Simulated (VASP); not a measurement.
# SiB4W (P6/mmm) in VASP: notebook

Runs on SiB4W. Level: PBE. Tasks: single point.

Everything below comes from runs of VASP 6.6.1. Logs are shortened: lines on timing, memory, paths and dates and some standing lists are left out, and cuts for length are marked.

## Step 1: The cell of the first run

It takes space group P6/mmm (No. 191, hexagonal). Conventional cell: a = 3.129 Å, b = 3.129 Å, c = 6.360 Å, α = 90.00°, β = 90.00°, γ = 120.00°. Si (site symmetry 6/mmm) has 12 B at 2.45 Å and 6 Si at 3.13 Å and 2 W at 3.18 Å within 3.2 Å. B (site symmetry 3m) has 3 B at 1.81 Å and 3 W at 2.37 Å and 3 Si at 2.45 Å within 2.5 Å. W (site symmetry 6/mmm) has 12 B at 2.37 Å and 6 W at 3.13 Å and 2 Si at 3.18 Å within 3.2 Å.

The cell was built from a structure type or drawn by symmetry, and may not be a known phase.

## Step 2: Single point, PBE

File INCAR:

```
PREC = Accurate ; ENCUT = 520
EDIFF = 1E-6 ; ISMEAR = 0
SIGMA = 0.1 ; LREAL = False
LASPH = True ; NELM = 100
ALGO = Normal ; ISIF = 2
LWAVE = False ; LCHARG = False
GGA = PE ; NBANDS = 24
```

File KPOINTS:

```
Automatic mesh
0
Gamma
  6 6 4
```

File POSCAR:

```
SiB4W
1.0
    3.1286723400      0.0000000000      0.0000000000
   -1.5643361700      2.7095097200      0.0000000000
    0.0000000000      0.0000000000      6.3600091300
Si B W
1 4 1
Direct
    0.0000000000      0.0000000000      0.5000000000
    0.3333333300      0.6666666700      0.7595900300
    0.3333333300      0.6666666700      0.2404099700
    0.6666666700      0.3333333300      0.7595900300
    0.6666666700      0.3333333300      0.2404099700
    0.0000000000      0.0000000000      0.0000000000
```

Potentials or basis: VASP PAW PBE potentials, release 64 (Si, B, W_sv).

Command:

```sh
$ cat potpaw_PBE.64/Si/POTCAR potpaw_PBE.64/B/POTCAR potpaw_PBE.64/W_sv/POTCAR > POTCAR
$ mpirun -np 1 vasp_std > vasp.out
```

OUTCAR:

```text
PREC = Accurate
   ENCUT = 520
   EDIFF = 1E-6
   ISMEAR = 0
   LREAL = False
   LASPH = True
   NELM = 100
   ISIF = 2
   GGA = PE

 ion  position               nearest neighbor table
   1  0.000  0.000  0.500-   2 2.45   3 2.45   4 2.45   5 2.45   2 2.45   3 2.45   4 2.45   5 2.45
                             4 2.45   5 2.45   2 2.45   3 2.45   6 3.18   6 3.18
   2  0.333  0.667  0.760-   4 1.81   4 1.81   4 1.81   6 2.37   6 2.37   6 2.37   1 2.45   1 2.45
                             1 2.45
   3  0.333  0.667  0.240-   5 1.81   5 1.81   5 1.81   6 2.37   6 2.37   6 2.37   1 2.45   1 2.45
                             1 2.45
   4  0.667  0.333  0.760-   2 1.81   2 1.81   2 1.81   6 2.37   6 2.37   6 2.37   1 2.45   1 2.45
                             1 2.45
   5  0.667  0.333  0.240-   3 1.81   3 1.81   3 1.81   6 2.37   6 2.37   6 2.37   1 2.45   1 2.45
                             1 2.45
   6  0.000  0.000  0.000-   2 2.37   3 2.37   4 2.37   5 2.37   2 2.37   3 2.37   4 2.37   5 2.37
                             4 2.37   5 2.37   2 2.37   3 2.37   1 3.18   1 3.18

  LATTYP: Found a hexagonal cell.
 ALAT       =     3.1286723400
 C/A-ratio  =     2.0328140626

  Lattice vectors:

 A1 = (   3.1286723400,   0.0000000000,   0.0000000000)
 A2 = (  -1.5643361700,   2.7095097200,   0.0000000000)
 A3 = (   0.0000000000,   0.0000000000,   6.3600091300)

Analysis of symmetry for initial positions (statically):
=====================================================================
 Subroutine PRICEL returns:
 Original cell was already a primitive cell.

 Routine SETGRP: Setting up the symmetry group for a
 hexagonal supercell.

 Subroutine GETGRP returns: Found 24 space group operations
 (whereof 24 operations were pure point group operations)
 out of a pool of 24 trial point group operations.

The static configuration has the point symmetry D_6h.

Analysis of symmetry for dynamics (positions and initial velocities):
=====================================================================
 Subroutine PRICEL returns:
 Original cell was already a primitive cell.

 Routine SETGRP: Setting up the symmetry group for a
 hexagonal supercell.

 Subroutine GETGRP returns: Found 24 space group operations
 (whereof 24 operations were pure point group operations)
 out of a pool of 24 trial point group operations.

The dynamic configuration has the point symmetry D_6h.

 Subroutine INISYM returns: Found 24 space group operations
 (whereof 24 operations are pure point group operations),
 and found     1 'primitive' translations

----------------------------------------------------------------------------------------

                                     Primitive cell

  volume of cell :      53.9149

  direct lattice vectors                    reciprocal lattice vectors
     3.128672340  0.000000000  0.000000000     0.319624394  0.184535230  0.000000000
    -1.564336170  2.709509720  0.000000000     0.000000000  0.369070460  0.000000000
     0.000000000  0.000000000  6.360009130     0.000000000  0.000000000  0.157232479

  length of vectors
     3.128672340  3.128672334  6.360009130     0.369070460  0.369070460  0.157232479

  position of ions in fractional coordinates (direct lattice)
     0.000000000  0.000000000  0.500000000
     0.333333330  0.666666670  0.759590030
     0.333333330  0.666666670  0.240409970
     0.666666670  0.333333330  0.759590030
     0.666666670  0.333333330  0.240409970
     0.000000000  0.000000000  0.000000000

  ion indices of the primitive-cell ions
   primitive index   ion index
                 1           1
                 2           2
                 3           3
                 4           4
                 5           5
                 6           6

----------------------------------------------------------------------------------------

 KPOINTS: Automatic mesh

Automatic generation of k-mesh.
 Grid dimensions read from file:
 generate k-points for:    6    6    4

 Generating k-lattice:

  Cartesian coordinates                     Fractional coordinates (reciprocal lattice)
     0.053270732  0.030755872  0.000000000     0.166666667 -0.000000000  0.000000000
     0.000000000  0.061511743  0.000000000     0.000000000  0.166666667  0.000000000
     0.000000000  0.000000000  0.039308120     0.000000000  0.000000000  0.250000000

  Length of vectors
     0.061511743  0.061511743  0.039308120

  Shift w.r.t. Gamma in fractional coordinates (k-lattice)
     0.000000000  0.000000000  0.000000000

 Subroutine IBZKPT returns following result:
 ===========================================

 Found     21 irreducible k-points:

 Following reciprocal coordinates:
            Coordinates               Weight
  0.000000  0.000000  0.000000      1.000000
  0.166667  0.000000  0.000000      6.000000
  0.333333  0.000000  0.000000      6.000000
  0.500000  0.000000  0.000000      3.000000
  0.166667  0.166667  0.000000      6.000000
  0.333333  0.166667  0.000000     12.000000
[... 13 lines left out ...]
  0.333333  0.166667  0.500000     12.000000
  0.333333  0.333333  0.500000      2.000000
   k-points           NKPTS =     21   k-points in BZ     NKDIM =     21   number of bands    NBANDS=     24
   number of dos      NEDOS =    301   number of ions     NIONS =      6
   total plane-waves  NPLWV =  27648
   dimension x,y,z NGX =    24 NGY =   24 NGZ =   48
   dimension x,y,z NGXF=    48 NGYF=   48 NGZF=   96
   ions per type =               1   4   1
   NGX,Y,Z   is equivalent  to a cutoff of  12.75, 12.75, 12.55 a.u.
   NGXF,Y,Z  is equivalent  to a cutoff of  25.51, 25.51, 25.09 a.u.
 SYSTEM =  unknown system
   PREC   = accura    normal or accurate (medium, high low for compatibility)
   ISTART =      0    job   : 0-new  1-cont  2-samecut
   ICHARG =      2    charge: 1-file 2-atom 10-const
   ISPIN  =      1    spin polarized calculation?
   LNONCOLLINEAR =      F non collinear calculations
   LSORBIT =      F    spin-orbit coupling
   LASPH  =      T    aspherical Exc in radial PAW
   ENCUT  =  520.0 eV  38.22 Ry    6.18 a.u.   5.82  5.82 11.83*2*pi/ulx,y,z
   NELM   =    100;   NELMIN=  2; NELMDL= -5     # of ELM steps
   EDIFF  = 0.1E-05   stopping-criterion for ELM
   LREAL  =      F    real-space projection
   EDIFFG = 0.1E-04   stopping-criterion for IOM
   NSW    =      0    number of steps for IOM
   IBRION =     -1    ionic relax: 0-MD 1-quasi-New 2-CG
   NFREE  =      0    steps in history (QN), initial steepest desc. (CG)
   ISIF   =      2    stress and relaxation
   ISYM   =      2    0-nonsym 1-usesym 2-fastsym
   POTIM  = 0.5000    time-step for ionic-motion
   TEBEG  =    0.0;   TEEND  =   0.0 temperature during run
   PSTRESS=    0.0 pullay stress
   NELECT =      30.0000    total number of electrons
   NUPDOWN=      -1.0000    fix difference up-down
   EMIN   =  10.00;   EMAX   =-10.00  energy-range for DOS
   EFERMI =   0.00;   METHOD = LEGACY
   ISMEAR =     0;   SIGMA  =   0.10  broadening in eV -4-tet -1-fermi 0-gaus
   EFERMI_NEDOS =   21; number of points for ismear=-14 and -15
   IALGO  =     38    algorithm
   IMIX   =      4    mixing-type and parameters
     AMIX     =   0.40;   BMIX     =  1.00
     AMIX_MAG =   1.60;   BMIX_MAG =  1.00
  volume/ion in A,a.u.               =       8.99        60.64
  Fermi-wavevector in a.u.,A,eV,Ry     =   1.346519  2.544551 24.668896  1.813113
  Thomas-Fermi vector in A             =   2.474344
   LORBIT       =      0    0 simple, 1 ext, 2 COOP (PROOUT), +10 PAW based schemes
   GGA     = PE    functional components
   LHFCALC =     F    Hartree Fock is set to
   AEXX    =    0.0000 exact exchange contribution
   IVDW    =     0    specifies the selected vdW correction
   LEPSILON=     F    determine dielectric tensor
   LRPA    =     F    only Hartree local field effects (RPA)
 non-spin polarized calculation
 Gauss-broadening in eV      SIGMA  =   0.10
  energy-cutoff  :      520.00
  volume of cell :       53.91
 maximum number of plane-waves:      1470
 NGX is ok and might be reduce to    24
   NGX = 11   NGY = 11   NGZ = 23

 number of electron      29.9999998 magnetization

 Free energy of the ion-electron system (eV)
  ---------------------------------------------------
  ext. energy  EPLUGINS =         0.00000000
  ---------------------------------------------------
  free energy    TOTEN  =       -43.20516327 eV

  energy without entropy =      -43.18192999  energy(sigma->0) =      -43.19354663

 E-fermi :  10.9117     XC(G=0): -12.6655

 val. band max:       10.7716800941   @ k =   0.1667   0.1667   0.2500
 cond. band min:      10.9134074582   @ k =   0.1667   0.0000   0.2500
 fundamental gap:      0.1417273641
 Fermi energy:        10.9117314410

 k-point     1 :       0.0000    0.0000    0.0000
  band No.  band energies     occupation
      1     -64.2481      2.00000
      2     -28.5836      2.00000
      3     -28.3789      2.00000
      4     -28.3789      2.00000
      5      -5.1042      2.00000
      6      -2.2534      2.00000
[... 16 lines left out ...]
     23      17.9499      0.00000
     24      18.2309      0.00000

 k-point     2 :       0.1667    0.0000    0.0000
  band No.  band energies     occupation
      1     -64.2426      2.00000
      2     -28.5654      2.00000
      3     -28.4829      2.00000
      4     -28.4033      2.00000
      5      -4.5742      2.00000
      6      -1.9520      2.00000
[... 16 lines left out ...]
     23      16.0677      0.00000
     24      17.5944      0.00000

 k-point     3 :       0.3333    0.0000    0.0000
  band No.  band energies     occupation
      1     -64.2316      2.00000
      2     -28.6857      2.00000
      3     -28.5288      2.00000
      4     -28.4516      2.00000
      5      -3.0700      2.00000
      6      -1.1024      2.00000
[... 16 lines left out ...]
     23      17.0113      0.00000
     24      19.1330      0.00000
[... 433 lines left out ...]
 k-point    20 :       0.3333    0.1667    0.5000
  band No.  band energies     occupation
      1     -64.2261      2.00000
      2     -28.7334      2.00000
      3     -28.5291      2.00000
      4     -28.5105      2.00000
      5      -1.3697      2.00000
      6      -0.6493      2.00000
[... 16 lines left out ...]
     23      17.6855      0.00000
     24      18.3271      0.00000

 k-point    21 :       0.3333    0.3333    0.5000
  band No.  band energies     occupation
      1     -64.2234      2.00000
      2     -28.6631      2.00000
      3     -28.6631      2.00000
      4     -28.5013      2.00000
      5       0.2731      2.00000
      6       0.2731      2.00000
[... 16 lines left out ...]
     23      18.2161      0.00000
     24      19.1872      0.00000

------------------------ aborting loop because EDIFF is reached ----------------------------------------

  FORCE on cell =-STRESS in cart. coord.  units (eV):
  Direction    XX          YY          ZZ          XY          YZ          ZX
  --------------------------------------------------------------------------------------
  -------------------------------------------------------------------------------------
  Total       -4.8055934     -4.8055934     11.0254028      0.0000000      0.0000000     -0.0000000
  in kB     -142.8068613   -142.8068606    327.6396938      0.0000000      0.0000000     -0.0000000
  external PRESSURE =      14.0086573 kB  Pullay stress =       0.0000000 kB

 VOLUME and BASIS-vectors are now :
 -----------------------------------------------------------------------------
  energy-cutoff  :      520.00
  volume of cell :       53.91
      direct lattice vectors                 reciprocal lattice vectors
     3.128672340  0.000000000  0.000000000     0.319624394  0.184535230  0.000000000
    -1.564336170  2.709509720  0.000000000     0.000000000  0.369070460  0.000000000
     0.000000000  0.000000000  6.360009130     0.000000000  0.000000000  0.157232479

 POSITION                                       TOTAL-FORCE (eV/Angst)
 -----------------------------------------------------------------------------------
      0.00000      0.00000      3.18000        -0.000000      0.000000      0.000000
     -0.00000      1.80634      4.83100        -0.000000      0.000000     -0.611517
     -0.00000      1.80634      1.52901        -0.000000      0.000000      0.611517
      1.56434      0.90317      4.83100         0.000000     -0.000000     -0.611517
      1.56434      0.90317      1.52901         0.000000     -0.000000      0.611517
      0.00000      0.00000      0.00000        -0.000000      0.000000      0.000000
 -----------------------------------------------------------------------------------
    total drift:                               -0.000000     -0.000000      0.000000

  FREE ENERGIE OF THE ION-ELECTRON SYSTEM (eV)
  ---------------------------------------------------
  free  energy   TOTEN  =       -43.2051632718 eV

  energy  without entropy=      -43.1819299917  energy(sigma->0) =      -43.19354663
```

Run time: 11 s. Hardware: 1 thread of Intel Xeon 6975P-C (Granite Rapids), shared host; peak memory 0.18 GiB.

Results:

| Property | Result |
| --- | --- |
| Free energy | -43.2052 eV |
| Pressure | 1.4 GPa |
| Largest force | 0.612 eV/Å |
| Band gap on the k mesh | zero (bands 15 and 16 overlap by 1.26 eV) |

Forces in eV/Å, atoms in the order of the input:
```
Si   0.000  0.000  0.000
B    0.000  0.000 -0.612
B    0.000  0.000  0.612
B    0.000  0.000 -0.612
B    0.000  0.000  0.612
W    0.000  0.000  0.000
```

Levels at points of the mesh, in eV from the Fermi level:
| k point | band 13 | band 14 | band 15 | band 16 | band 17 | band 18 |
| --- | --- | --- | --- | --- | --- | --- |
| (0.00, 0.00, 0.00) | -2.09 | -2.02 | -2.02 | 1.11 | 1.11 | 1.75 |
| (0.50, 0.00, 0.00) | -3.33 | -2.94 | 0.18 | 0.21 | 1.33 | 2.51 |
| (0.00, 0.00, 0.50) | -2.20 | -2.20 | -1.33 | 1.60 | 1.60 | 3.14 |
| (0.50, 0.00, 0.50) | -3.74 | -3.34 | 0.45 | 0.53 | 0.75 | 1.33 |

Caveat: the k points lie up to 0.39 Å⁻¹ apart, too coarse for converged energies and pressures of a metal; spin-orbit coupling is left out, which moves the levels of the heavy elements.

(Part 1 of 2 ends here.)
